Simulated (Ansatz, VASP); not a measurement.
## La3Be4 in VASP and in Ansatz

```
La Be
1.0
     5.06207    0.00000    0.00000
     0.00000    5.06207    0.00000
     0.00000    0.00000    5.06207
La Be
3 4
Direct
  0.00000 0.00000 0.50000
  0.50000 0.00000 0.00000
  0.00000 0.50000 0.00000
  0.72069 0.72069 0.72069
  0.27931 0.27931 0.72069
  0.27931 0.72069 0.27931
  0.72069 0.27931 0.27931
```

Change from the starting cell: species swapped into the Ge3As4 type (P-43m, No. 215).

Alike in both runs: task single point; functional PBE; k mesh 4 × 4 × 4; occupations gaussian, width 0.1 eV; no spin polarisation.

|  | VASP | Ansatz |
| --- | --- | --- |
| version | VASP 6.6.1 | Ansatz 0.2.0 |
| potentials or method | VASP PAW PBE potentials, release 64 (La, Be), cutoff 520 eV | scalar-relativistic, plane waves, PAW |
| valence electrons in the cell | 41 | 41 |

VASP gave:

* gap on the k mesh at the Fermi level (eV): none
* rms of the force components (eV/Å): 2.275

What did Ansatz give for the same quantities?

gap on the k mesh at the Fermi level (eV): none; rms of the force components (eV/Å): 2.266.

Atom by atom the forces differ by 0.008 eV/Å (rms over components). A gap of «none» marks a metal or a gap that the smearing closes.

Spin-orbit coupling is off throughout.
